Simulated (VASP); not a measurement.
# CdTe (F-43m) in VASP: notebook

CdTe is run at these levels: PBE; tasks: electric field gradients, single point.

Everything below comes from runs of VASP 6.6.1. Logs are shortened: lines on timing, memory, paths and dates and some standing lists are left out, and cuts for length are marked.

**1. The cell of the first run**

Symmetry: F-43m, No. 216, cubic system. The conventional cell has a = 6.617 Å, b = 6.617 Å, c = 6.617 Å, α = 90.00°, β = 90.00°, γ = 90.00°. Within 3.8 Å of Cd (site symmetry -43m) lie 4 Te at 2.87 Å. Within 3.8 Å of Te (site symmetry -43m) lie 4 Cd at 2.87 Å.

**2. Electric field gradients, PBE**

INCAR reads:

```
SYSTEM = CdTe
PREC = Accurate
ENCUT = 520
EDIFF = 1E-8
ISMEAR = -1
SIGMA = 0.05
LREAL = .False.
LASPH = .True.
NELM = 60
ALGO = Normal
ISIF = 2
LWAVE = .False.
LCHARG = .False.
GGA = PE
LEFG = .True.
NBANDS = 16
```

KPOINTS reads:

```
regular mesh
0
Gamma
  11 11 11
  0 0 0
```

POSCAR reads:

```
CdTe
1.0
    0.0000000000      3.3086917840      3.3086917840
    3.3086917840      0.0000000000      3.3086917840
    3.3086917840      3.3086917840      0.0000000000
Cd Te
1 1
Direct
    0.0000000000      0.0000000000      0.0000000000
    0.2500000000      0.2500000000      0.2500000000
```

Potentials or basis: VASP PAW PBE potentials, release 64 (Cd, Te).

Command:

```bash
$ cat potpaw_PBE.64/Cd/POTCAR potpaw_PBE.64/Te/POTCAR > POTCAR
$ mpirun -np 1 vasp_std > vasp.out
```

OUTCAR:

```text
SYSTEM = CdTe
   PREC = Accurate
   ENCUT = 520
   EDIFF = 1E-8
   ISMEAR = -1
   LREAL = .False.
   LASPH = .True.
   NELM = 60
   ISIF = 2
   GGA = PE

 ion  position               nearest neighbor table
   1  0.000  0.000  0.000-   2 2.87   2 2.87   2 2.87   2 2.87
   2  0.250  0.250  0.250-   1 2.87   1 2.87   1 2.87   1 2.87

  LATTYP: Found a face centered cubic cell.
 ALAT       =     6.6173835680

  Lattice vectors:

 A1 = (   0.0000000000,   3.3086917840,   3.3086917840)
 A2 = (   3.3086917840,   0.0000000000,   3.3086917840)
 A3 = (   3.3086917840,   3.3086917840,   0.0000000000)

Analysis of symmetry for initial positions (statically):
=====================================================================
 Subroutine PRICEL returns:
 Original cell was already a primitive cell.

 Routine SETGRP: Setting up the symmetry group for a
 face centered cubic supercell.

 Subroutine GETGRP returns: Found 24 space group operations
 (whereof 24 operations were pure point group operations)
 out of a pool of 48 trial point group operations.

The static configuration has the point symmetry T_d .

Analysis of symmetry for dynamics (positions and initial velocities):
=====================================================================
 Subroutine PRICEL returns:
 Original cell was already a primitive cell.

 Routine SETGRP: Setting up the symmetry group for a
 face centered cubic supercell.

 Subroutine GETGRP returns: Found 24 space group operations
 (whereof 24 operations were pure point group operations)
 out of a pool of 48 trial point group operations.

The dynamic configuration has the point symmetry T_d .

 Subroutine INISYM returns: Found 24 space group operations
 (whereof 24 operations are pure point group operations),
 and found     1 'primitive' translations

----------------------------------------------------------------------------------------

                                     Primitive cell

  volume of cell :      72.4434

  direct lattice vectors                    reciprocal lattice vectors
     0.000000000  3.308691784  3.308691784    -0.151117128  0.151117128  0.151117128
     3.308691784  0.000000000  3.308691784     0.151117128 -0.151117128  0.151117128
     3.308691784  3.308691784  0.000000000     0.151117128  0.151117128 -0.151117128

  length of vectors
     4.679196795  4.679196795  4.679196795     0.261742544  0.261742544  0.261742544

  position of ions in fractional coordinates (direct lattice)
     0.000000000  0.000000000  0.000000000
     0.250000000  0.250000000  0.250000000

  ion indices of the primitive-cell ions
   primitive index   ion index
                 1           1
                 2           2

----------------------------------------------------------------------------------------

 KPOINTS: regular mesh

Automatic generation of k-mesh.
 Grid dimensions read from file:
 generate k-points for:   11   11   11

 Generating k-lattice:

  Cartesian coordinates                     Fractional coordinates (reciprocal lattice)
    -0.013737921  0.013737921  0.013737921     0.090909091  0.000000000  0.000000000
     0.013737921 -0.013737921  0.013737921     0.000000000  0.090909091  0.000000000
     0.013737921  0.013737921 -0.013737921     0.000000000  0.000000000  0.090909091

  Length of vectors
     0.023794777  0.023794777  0.023794777

  Shift w.r.t. Gamma in fractional coordinates (k-lattice)
     0.000000000  0.000000000  0.000000000

 Subroutine IBZKPT returns following result:
 ===========================================

 Found     56 irreducible k-points:

 Following reciprocal coordinates:
            Coordinates               Weight
  0.000000  0.000000  0.000000      1.000000
  0.090909  0.000000  0.000000      8.000000
  0.181818  0.000000  0.000000      8.000000
  0.272727  0.000000  0.000000      8.000000
  0.363636  0.000000  0.000000      8.000000
  0.454545  0.000000  0.000000      8.000000
[... 16 lines left out ...]
 -0.272727  0.181818  0.000000     24.000000
 -0.181818  0.181818  0.000000     12.000000
 [... further k-points ...]
   k-points           NKPTS =     56   k-points in BZ     NKDIM =     56   number of bands    NBANDS=     16
   number of dos      NEDOS =    301   number of ions     NIONS =      2
   total plane-waves  NPLWV =  46656
   dimension x,y,z NGX =    36 NGY =   36 NGZ =   36
   dimension x,y,z NGXF=    72 NGYF=   72 NGZF=   72
   ions per type =               1   1
   NGX,Y,Z   is equivalent  to a cutoff of  12.79, 12.79, 12.79 a.u.
   NGXF,Y,Z  is equivalent  to a cutoff of  25.58, 25.58, 25.58 a.u.
 SYSTEM =  CdTe
   PREC   = accura    normal or accurate (medium, high low for compatibility)
   ISTART =      0    job   : 0-new  1-cont  2-samecut
   ICHARG =      2    charge: 1-file 2-atom 10-const
   ISPIN  =      1    spin polarized calculation?
   LNONCOLLINEAR =      F non collinear calculations
   LSORBIT =      F    spin-orbit coupling
   LASPH  =      T    aspherical Exc in radial PAW
   ENCUT  =  520.0 eV  38.22 Ry    6.18 a.u.   8.70  8.70  8.70*2*pi/ulx,y,z
   NELM   =     60;   NELMIN=  2; NELMDL= -5     # of ELM steps
   EDIFF  = 0.1E-07   stopping-criterion for ELM
   LREAL  =      F    real-space projection
   EDIFFG = 0.1E-06   stopping-criterion for IOM
   NSW    =      0    number of steps for IOM
   IBRION =     -1    ionic relax: 0-MD 1-quasi-New 2-CG
   NFREE  =      0    steps in history (QN), initial steepest desc. (CG)
   ISIF   =      2    stress and relaxation
   ISYM   =      2    0-nonsym 1-usesym 2-fastsym
   POTIM  = 0.5000    time-step for ionic-motion
   TEBEG  =    0.0;   TEEND  =   0.0 temperature during run
   PSTRESS=    0.0 pullay stress
   NELECT =      18.0000    total number of electrons
   NUPDOWN=      -1.0000    fix difference up-down
   EMIN   =  10.00;   EMAX   =-10.00  energy-range for DOS
   EFERMI =   0.00;   METHOD = LEGACY
   ISMEAR =    -1;   SIGMA  =   0.05  broadening in eV -4-tet -1-fermi 0-gaus
   EFERMI_NEDOS =   21; number of points for ismear=-14 and -15
   IALGO  =     38    algorithm
   IMIX   =      4    mixing-type and parameters
     AMIX     =   0.40;   BMIX     =  1.00
     AMIX_MAG =   1.60;   BMIX_MAG =  1.00
  volume/ion in A,a.u.               =      36.22       244.44
  Fermi-wavevector in a.u.,A,eV,Ry     =   1.029199  1.944904 14.411979  1.059251
  Thomas-Fermi vector in A             =   2.163234
   LORBIT       =      0    0 simple, 1 ext, 2 COOP (PROOUT), +10 PAW based schemes
   GGA     = PE    functional components
   LHFCALC =     F    Hartree Fock is set to
   AEXX    =    0.0000 exact exchange contribution
   IVDW    =     0    specifies the selected vdW correction
   LEPSILON=     F    determine dielectric tensor
   LRPA    =     F    only Hartree local field effects (RPA)
 non-spin polarized calculation
  energy-cutoff  :      520.00
  volume of cell :       72.44
 maximum number of plane-waves:      1972
   NGX = 17   NGY = 17   NGZ = 17

 number of electron      18.0000006 magnetization

 Free energy of the ion-electron system (eV)
  ---------------------------------------------------
  ext. energy  EPLUGINS =         0.00000000
  ---------------------------------------------------
  free energy    TOTEN  =        -4.81288062 eV

  energy without entropy =       -4.81287024  energy(sigma->0) =       -4.81287543

 E-fermi :   2.1504     XC(G=0):  -8.3107

 val. band max:        1.7999089540   @ k =   0.0000   0.0000   0.0000
 cond. band min:       2.3841397580   @ k =   0.0000   0.0000   0.0000
 fundamental gap:      0.5842308040
 Fermi energy:         2.1504055691

 k-point     1 :       0.0000    0.0000    0.0000
  band No.  band energies     occupation
      1      -9.0359      2.00000
      2      -6.2900      2.00000
      3      -6.2900      2.00000
      4      -6.2900      2.00000
      5      -6.0730      2.00000
      6      -6.0730      2.00000
[... 8 lines left out ...]
     15      11.0474      0.00000
     16      11.0474      0.00000
[... 419 lines left out ...]
 k-point    24 :      -0.1818    0.1818    0.0000
  band No.  band energies     occupation
      1      -8.8086      2.00000
      2      -6.2514      2.00000
      3      -6.2395      2.00000
      4      -6.0869      2.00000
      5      -6.0808      2.00000
      6      -6.0221      2.00000
[... 8 lines left out ...]
     15      10.9106      0.00000
     16      11.6293      0.00000

 [... further k-points ...]

------------------------ aborting loop because EDIFF is reached ----------------------------------------

  FORCE on cell =-STRESS in cart. coord.  units (eV):
  Direction    XX          YY          ZZ          XY          YZ          ZX
  --------------------------------------------------------------------------------------
  -------------------------------------------------------------------------------------
  Total        0.0536400      0.0536400      0.0536400     -0.0000000      0.0000000      0.0000000
  in kB        1.1863150      1.1863150      1.1863150     -0.0000000      0.0000000      0.0000000
  external PRESSURE =       1.1863150 kB  Pullay stress =       0.0000000 kB

 VOLUME and BASIS-vectors are now :
 -----------------------------------------------------------------------------
  energy-cutoff  :      520.00
  volume of cell :       72.44
      direct lattice vectors                 reciprocal lattice vectors
     0.000000000  3.308691784  3.308691784    -0.151117128  0.151117128  0.151117128
     3.308691784  0.000000000  3.308691784     0.151117128 -0.151117128  0.151117128
     3.308691784  3.308691784  0.000000000     0.151117128  0.151117128 -0.151117128

 POSITION                                       TOTAL-FORCE (eV/Angst)
 -----------------------------------------------------------------------------------
      0.00000      0.00000      0.00000        -0.000000      0.000000      0.000000
      1.65435      1.65435      1.65435         0.000000     -0.000000     -0.000000
 -----------------------------------------------------------------------------------
    total drift:                               -0.000000     -0.000000     -0.000001

  FREE ENERGIE OF THE ION-ELECTRON SYSTEM (eV)
  ---------------------------------------------------
  free  energy   TOTEN  =        -4.8128806225 eV

  energy  without entropy=       -4.8128702413  energy(sigma->0) =       -4.81287543

 Electric field gradients (V/A^2)
---------------------------------------------------------------------
 ion       V_xx      V_yy      V_zz      V_xy      V_xz      V_yz
---------------------------------------------------------------------
   1       0.000    -0.000     0.000     0.002     0.002     0.002
   2       0.000     0.000    -0.000    -0.000    -0.000    -0.000
---------------------------------------------------------------------

 Electric field gradients after diagonalization (V/A^2)
 (convention: |V_zz| > |V_xx| > |V_yy|)
----------------------------------------------------------------------
 ion       V_xx      V_yy      V_zz     asymmetry (V_yy - V_xx)/ V_zz
----------------------------------------------------------------------
   1      -0.002    -0.002     0.004       0.000
   2       0.000     0.000    -0.000       0.000
----------------------------------------------------------------------

           NMR quadrupolar parameters

 Cq : quadrupolar parameter    Cq=e*Q*V_zz/h
 eta: asymmetry parameters     (V_yy - V_xx)/ V_zz
 Q  : nuclear electric quadrupole moment in mb (millibarn)
----------------------------------------------------------------------
 ion       Cq(MHz)       eta       Q (mb)
----------------------------------------------------------------------
   1       0.000       0.000       1.000
   2      -0.000       0.000       1.000
----------------------------------------------------------------------
```

Run time: 1.7 min. Hardware: 1 thread of Intel Xeon 8259CL, shared host; peak memory 0.24 GiB.

Results:

```
Free energy                             : -4.8129 eV
Pressure                                : 0.1 GPa
Band gap on the k mesh                  : 0.58 eV
Largest electric field gradient by atom : zero within the noise of the run
```

Caveat: spin-orbit coupling is left out, which moves the levels of the heavy elements.

**3. Single point, PBE**

POSCAR is that of step 2.

INCAR.step1 reads:

```
SYSTEM = CdTe
ALGO = Normal ; EDIFF = 1E-6
ENCUT = 520 ; GGA = PE
ISIF = 2 ; ISMEAR = -1
LASPH = .TRUE. ; LCHARG = .TRUE.
LREAL = .FALSE. ; LWAVE = .FALSE.
NBANDS = 16 ; NELM = 100
PREC = Accurate ; SIGMA = 0.05
```

KPOINTS.step1 reads:

```
k-points
0
G
  11 11 11
  0 0 0
```

INCAR.step2 reads:

```
SYSTEM = CdTe
ALGO = Normal ; EDIFF = 1E-6
ENCUT = 520 ; GGA = PE
ICHARG = 11 ; ISIF = 2
ISMEAR = -5 ; LASPH = .TRUE.
LCHARG = .FALSE. ; LORBIT = 11
LREAL = .FALSE. ; LWAVE = .FALSE.
NEDOS = 2001 ; NELM = 100
PREC = Accurate ; SIGMA = 0.05
```

KPOINTS.step2 reads:

```
k-points
0
G
  17 17 17
  0 0 0
```

Potentials or basis: VASP PAW PBE potentials, release 64 (Cd, Te).

Command:

```bash
$ cat potpaw_PBE.64/Cd/POTCAR potpaw_PBE.64/Te/POTCAR > POTCAR
$ cp INCAR.step1 INCAR
$ cp KPOINTS.step1 KPOINTS
$ mpirun -np 1 vasp_std > vasp.out
$ cp INCAR.step2 INCAR
$ cp KPOINTS.step2 KPOINTS
$ mpirun -np 1 vasp_std > vasp.out
```

Wall time 2.7 min (1 thread of Intel Xeon 8259CL, shared host); peak memory 0.33 GiB.

Results (log left out):

```yaml
Valence_electrons_inside_the_program's_atomic_spheres: Cd 10.28; Te 3.40
```

Levels at points of the mesh, in eV from the valence-band top:
```
           k point  band 5  band 6  band 7  band 8  band 9  band 10  band 11  band 12  band 13
(0.00, 0.00, 0.00)   -7.87   -7.87    0.00    0.00    0.00     0.58     4.64     4.64     4.64
```

Caveat: spin-orbit coupling is left out, which moves the levels of the heavy elements.
